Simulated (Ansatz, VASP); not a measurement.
# Two plane-wave programs on HfSi2B4

```
Hf Si B
1.0
     4.46886    0.00000    0.00000
     0.00000    4.46886    0.00000
     0.00000    0.00000    3.98569
Hf Si B
1 2 4
Direct
  0.00000 0.00000 0.00000
  0.50000 0.00000 0.50000
  0.00000 0.50000 0.50000
  0.63389 0.36611 0.81563
  0.36611 0.36611 0.18437
  0.36611 0.63389 0.81563
  0.63389 0.63389 0.18437
```

Change from the starting cell: species swapped into the CdIn2Se4 type (P-42m, No. 111).

Alike in both runs: functional PBE; k mesh 4 × 4 × 4; occupations gaussian, width 0.2 eV; no spin polarisation.

Ansatz relaxed the structure, and its values are those at the end. VASP's run is a single point on that final structure, the one shown.

|  | VASP | Ansatz |
| --- | --- | --- |
| version | VASP 6.6.1 | Ansatz 0.2.0 |
| potentials or method | VASP PAW PBE potentials, release 64 (Hf_pv, Si, B), cutoff 520 eV | scalar-relativistic, plane waves, PAW |
| valence electrons in the cell | 30 | 46 |

Ansatz gave:

| Quantity | Value |
| --- | --- |
| gap on the k mesh at the Fermi level (eV) | none |
| pressure (GPa) | -0.2 |
| rms of the force components (eV/Å) | 0.003 |

Q: Estimate VASP's values.

A: gap on the k mesh at the Fermi level (eV): none; pressure (GPa): -0.5; rms of the force components (eV/Å): 0.011.

A gap of «none» marks a metal or a gap that the smearing closes. VASP's potentials hold 30 valence electrons a cell and Ansatz's 46, so a difference there can come from the potentials and not from the codes.

The k mesh is coarse, so the values compare programs but aren't converged. Spin-orbit coupling is off throughout.
